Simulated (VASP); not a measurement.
# ZnS (F-43m) in VASP: further runs

The runs below take ZnS through single point, with PBEsol.

Everything below comes from runs of VASP 6.6.1. Logs are shortened: lines on timing, memory, paths and dates and some standing lists are left out, and cuts for length are marked.

### Step 1. The cell of the first run

It takes space group F-43m (No. 216, cubic). The conventional cell has a = 5.498 Å, b = 5.498 Å, c = 5.498 Å, α = 90.00°, β = 90.00°, γ = 90.00°. Zn (site symmetry -43m) has 4 S at 2.38 Å within 3.1 Å. S (site symmetry -43m) has 4 Zn at 2.38 Å within 3.1 Å.

### Step 2. Single point, PBEsol (volume scaled by 1.05)

Input file INCAR:

```
SYSTEM = ZnS
ALGO = Normal
EDIFF = 1E-6
ENCUT = 520
GGA = PS
ISIF = 2
ISMEAR = -1
LASPH = .TRUE.
LCHARG = .TRUE.
LELF = .TRUE.
LREAL = .FALSE.
LVHAR = .TRUE.
LWAVE = .FALSE.
NBANDS = 16
NELM = 60
PREC = Accurate
SIGMA = 0.01
```

Input file KPOINTS:

```
k-points
0
G
  8 8 8
  0 0 0
```

Input file POSCAR:

```
ZnS
1.0
    0.0000000000      2.7489964065      2.7489964065
    2.7489964065      0.0000000000      2.7489964065
    2.7489964065      2.7489964065      0.0000000000
Zn S
1 1
Direct
    0.0000000000      0.0000000000      0.0000000000
    0.7500000000      0.7500000000      0.7500000000
```

Potentials or basis: VASP PAW PBE potentials, release 64 (Zn, S).

On the command line:

```bash
$ cat potpaw_PBE.64/Zn/POTCAR potpaw_PBE.64/S/POTCAR > POTCAR
$ mpirun -np 1 vasp_std > vasp.out
```

OUTCAR:

```text
SYSTEM = ZnS
   EDIFF = 1E-6
   ENCUT = 520
   GGA = PS
   ISIF = 2
   ISMEAR = -1
   LASPH = .TRUE.
   LREAL = .FALSE.
   NELM = 60
   PREC = Accurate

 ion  position               nearest neighbor table
   1  0.000  0.000  0.000-   2 2.38   2 2.38   2 2.38   2 2.38
   2  0.750  0.750  0.750-   1 2.38   1 2.38   1 2.38   1 2.38

  LATTYP: Found a face centered cubic cell.
 ALAT       =     5.4979928130

  Lattice vectors:

 A1 = (   0.0000000000,   2.7489964065,   2.7489964065)
 A2 = (   2.7489964065,   0.0000000000,   2.7489964065)
 A3 = (   2.7489964065,   2.7489964065,   0.0000000000)

Analysis of symmetry for initial positions (statically):
=====================================================================
 Subroutine PRICEL returns:
 Original cell was already a primitive cell.

 Routine SETGRP: Setting up the symmetry group for a
 face centered cubic supercell.

 Subroutine GETGRP returns: Found 24 space group operations
 (whereof 24 operations were pure point group operations)
 out of a pool of 48 trial point group operations.

The static configuration has the point symmetry T_d .

Analysis of symmetry for dynamics (positions and initial velocities):
=====================================================================
 Subroutine PRICEL returns:
 Original cell was already a primitive cell.

 Routine SETGRP: Setting up the symmetry group for a
 face centered cubic supercell.

 Subroutine GETGRP returns: Found 24 space group operations
 (whereof 24 operations were pure point group operations)
 out of a pool of 48 trial point group operations.

The dynamic configuration has the point symmetry T_d .

 Subroutine INISYM returns: Found 24 space group operations
 (whereof 24 operations are pure point group operations),
 and found     1 'primitive' translations

----------------------------------------------------------------------------------------

                                     Primitive cell

  volume of cell :      41.5482

  direct lattice vectors                    reciprocal lattice vectors
     0.000000000  2.748996406  2.748996406    -0.181884559  0.181884559  0.181884559
     2.748996406  0.000000000  2.748996406     0.181884559 -0.181884559  0.181884559
     2.748996406  2.748996406  0.000000000     0.181884559  0.181884559 -0.181884559

  length of vectors
     3.887668001  3.887668001  3.887668001     0.315033298  0.315033298  0.315033298

  position of ions in fractional coordinates (direct lattice)
     0.000000000  0.000000000  0.000000000
     0.750000000  0.750000000  0.750000000

  ion indices of the primitive-cell ions
   primitive index   ion index
                 1           1
                 2           2

----------------------------------------------------------------------------------------

 KPOINTS: k-points

Automatic generation of k-mesh.
 Grid dimensions read from file:
 generate k-points for:    8    8    8

 Generating k-lattice:

  Cartesian coordinates                     Fractional coordinates (reciprocal lattice)
    -0.022735570  0.022735570  0.022735570     0.125000000  0.000000000  0.000000000
     0.022735570 -0.022735570  0.022735570     0.000000000  0.125000000  0.000000000
     0.022735570  0.022735570 -0.022735570     0.000000000  0.000000000  0.125000000

  Length of vectors
     0.039379162  0.039379162  0.039379162

  Shift w.r.t. Gamma in fractional coordinates (k-lattice)
     0.000000000  0.000000000  0.000000000

 Subroutine IBZKPT returns following result:
 ===========================================

 Found     29 irreducible k-points:

 Following reciprocal coordinates:
            Coordinates               Weight
  0.000000  0.000000  0.000000      1.000000
  0.125000  0.000000  0.000000      8.000000
  0.250000  0.000000  0.000000      8.000000
  0.375000  0.000000  0.000000      8.000000
  0.500000  0.000000  0.000000      4.000000
  0.125000  0.125000  0.000000      6.000000
[... 16 lines left out ...]
  0.500000  0.250000  0.125000     48.000000
 -0.375000  0.250000  0.125000     24.000000
 [... further k-points ...]
   k-points           NKPTS =     29   k-points in BZ     NKDIM =     29   number of bands    NBANDS=     16
   number of dos      NEDOS =    301   number of ions     NIONS =      2
   total plane-waves  NPLWV =  27000
   dimension x,y,z NGX =    30 NGY =   30 NGZ =   30
   dimension x,y,z NGXF=    60 NGYF=   60 NGZF=   60
   ions per type =               1   1
   NGX,Y,Z   is equivalent  to a cutoff of  12.83, 12.83, 12.83 a.u.
   NGXF,Y,Z  is equivalent  to a cutoff of  25.66, 25.66, 25.66 a.u.
 SYSTEM =  ZnS
   PREC   = accura    normal or accurate (medium, high low for compatibility)
   ISTART =      0    job   : 0-new  1-cont  2-samecut
   ICHARG =      2    charge: 1-file 2-atom 10-const
   ISPIN  =      1    spin polarized calculation?
   LNONCOLLINEAR =      F non collinear calculations
   LSORBIT =      F    spin-orbit coupling
   LASPH  =      T    aspherical Exc in radial PAW
   ENCUT  =  520.0 eV  38.22 Ry    6.18 a.u.   7.23  7.23  7.23*2*pi/ulx,y,z
   NELM   =     60;   NELMIN=  2; NELMDL= -5     # of ELM steps
   EDIFF  = 0.1E-05   stopping-criterion for ELM
   LREAL  =      F    real-space projection
   EDIFFG = 0.1E-04   stopping-criterion for IOM
   NSW    =      0    number of steps for IOM
   IBRION =     -1    ionic relax: 0-MD 1-quasi-New 2-CG
   NFREE  =      0    steps in history (QN), initial steepest desc. (CG)
   ISIF   =      2    stress and relaxation
   ISYM   =      2    0-nonsym 1-usesym 2-fastsym
   POTIM  = 0.5000    time-step for ionic-motion
   TEBEG  =    0.0;   TEEND  =   0.0 temperature during run
   PSTRESS=    0.0 pullay stress
   NELECT =      18.0000    total number of electrons
   NUPDOWN=      -1.0000    fix difference up-down
   EMIN   =  10.00;   EMAX   =-10.00  energy-range for DOS
   EFERMI =   0.00;   METHOD = LEGACY
   ISMEAR =    -1;   SIGMA  =   0.01  broadening in eV -4-tet -1-fermi 0-gaus
   EFERMI_NEDOS =   21; number of points for ismear=-14 and -15
   IALGO  =     38    algorithm
   IMIX   =      4    mixing-type and parameters
     AMIX     =   0.40;   BMIX     =  1.00
     AMIX_MAG =   1.60;   BMIX_MAG =  1.00
  volume/ion in A,a.u.               =      20.77       140.19
  Fermi-wavevector in a.u.,A,eV,Ry     =   1.238744  2.340886 20.877952  1.534486
  Thomas-Fermi vector in A             =   2.373256
   LORBIT       =      0    0 simple, 1 ext, 2 COOP (PROOUT), +10 PAW based schemes
   GGA     = PS    functional components
   LHFCALC =     F    Hartree Fock is set to
   AEXX    =    0.0000 exact exchange contribution
   IVDW    =     0    specifies the selected vdW correction
   LEPSILON=     F    determine dielectric tensor
   LRPA    =     F    only Hartree local field effects (RPA)
 non-spin polarized calculation
  energy-cutoff  :      520.00
  volume of cell :       41.55
 maximum number of plane-waves:      1139
 NGX is ok and might be reduce to    30
   NGX = 15   NGY = 15   NGZ = 15

 number of electron      17.9999995 magnetization

 Free energy of the ion-electron system (eV)
  ---------------------------------------------------
  ext. energy  EPLUGINS =         0.00000000
  ---------------------------------------------------
  free energy    TOTEN  =        -7.53830397 eV

  energy without entropy =       -7.53830397  energy(sigma->0) =       -7.53830397

 E-fermi :   1.7678     XC(G=0):  -9.6092

 val. band max:        1.5457629852   @ k =   0.0000   0.0000   0.0000
 cond. band min:       3.3040639063   @ k =   0.0000   0.0000   0.0000
 fundamental gap:      1.7583009210
 Fermi energy:         1.7678270236

 k-point     1 :       0.0000    0.0000    0.0000
  band No.  band energies     occupation
      1     -11.2600      2.00000
      2      -4.6309      2.00000
      3      -4.6309      2.00000
      4      -4.6309      2.00000
      5      -4.1906      2.00000
      6      -4.1906      2.00000
[... 8 lines left out ...]
     15      13.2137      0.00000
     16      13.2137      0.00000

 k-point     2 :       0.1250    0.0000    0.0000
  band No.  band energies     occupation
      1     -11.1518      2.00000
      2      -4.6272      2.00000
      3      -4.6121      2.00000
      4      -4.6121      2.00000
      5      -4.1921      2.00000
      6      -4.1921      2.00000
[... 8 lines left out ...]
     15      12.6079      0.00000
     16      13.7094      0.00000

 k-point     3 :       0.2500    0.0000    0.0000
  band No.  band energies     occupation
      1     -10.8702      2.00000
      2      -4.5754      2.00000
      3      -4.5708      2.00000
      4      -4.5708      2.00000
      5      -4.1893      2.00000
      6      -4.1893      2.00000
[... 8 lines left out ...]
     15      12.3957      0.00000
     16      13.3687      0.00000

 k-point     4 :       0.3750    0.0000    0.0000
  band No.  band energies     occupation
      1     -10.5528      2.00000
      2      -4.5382      2.00000
      3      -4.5382      2.00000
      4      -4.3641      2.00000
      5      -4.1746      2.00000
      6      -4.1746      2.00000
[... 8 lines left out ...]
     15      13.4581      0.00000
     16      13.4581      0.00000
[... 324 lines left out ...]
 k-point    22 :       0.3750    0.2500    0.1250
  band No.  band energies     occupation
      1     -10.6503      2.00000
      2      -4.5972      2.00000
      3      -4.5114      2.00000
      4      -4.4843      2.00000
      5      -4.2095      2.00000
      6      -4.1571      2.00000
[... 8 lines left out ...]
     15      14.1372      0.00000
     16      16.1286      0.00000

 k-point    23 :       0.5000    0.2500    0.1250
  band No.  band energies     occupation
      1     -10.3858      2.00000
      2      -4.5248      2.00000
      3      -4.4833      2.00000
      4      -4.3440      2.00000
      5      -4.1739      2.00000
      6      -4.1198      2.00000
[... 8 lines left out ...]
     15      14.9335      0.00000
     16      15.6257      0.00000

 k-point    24 :      -0.3750    0.2500    0.1250
  band No.  band energies     occupation
      1     -10.2680      2.00000
      2      -4.5132      2.00000
      3      -4.4649      2.00000
      4      -4.2333      2.00000
      5      -4.1789      2.00000
      6      -3.9453      2.00000
[... 8 lines left out ...]
     15      14.7006      0.00000
     16      15.5251      0.00000

 [... further k-points ...]
[... 5 lines left out ...]
  --------------------------------------------------------------------------------------
  -------------------------------------------------------------------------------------
  Total       -1.3057115     -1.3057115     -1.3057115      0.0000000      0.0000000     -0.0000000
  in kB      -50.3506735    -50.3506735    -50.3506735      0.0000000      0.0000000     -0.0000000
  external PRESSURE =     -50.3506735 kB  Pullay stress =       0.0000000 kB

 VOLUME and BASIS-vectors are now :
 -----------------------------------------------------------------------------
  energy-cutoff  :      520.00
  volume of cell :       41.55
      direct lattice vectors                 reciprocal lattice vectors
     0.000000000  2.748996406  2.748996406    -0.181884559  0.181884559  0.181884559
     2.748996406  0.000000000  2.748996406     0.181884559 -0.181884559  0.181884559
     2.748996406  2.748996406  0.000000000     0.181884559  0.181884559 -0.181884559

 POSITION                                       TOTAL-FORCE (eV/Angst)
 -----------------------------------------------------------------------------------
      0.00000      0.00000      0.00000        -0.000000     -0.000000     -0.000000
      4.12349      4.12349      4.12349         0.000000      0.000000      0.000000
 -----------------------------------------------------------------------------------
    total drift:                               -0.000000     -0.000000     -0.000000

  FREE ENERGIE OF THE ION-ELECTRON SYSTEM (eV)
  ---------------------------------------------------
  free  energy   TOTEN  =        -7.5383039686 eV

  energy  without entropy=       -7.5383039686  energy(sigma->0) =       -7.53830397
```

Run time: 10 s. Hardware: 1 thread of Intel Xeon 6975P-C (Granite Rapids), shared host; peak memory 0.17 GiB.

Results:

- Free energy: -7.5383 eV
- Pressure: -5.0 GPa
- Band gap on the k mesh: 1.76 eV, direct

Caveat: the PAW data sets were made with another functional, which shifts forces and pressure a little.

[end of part 1 of 4]
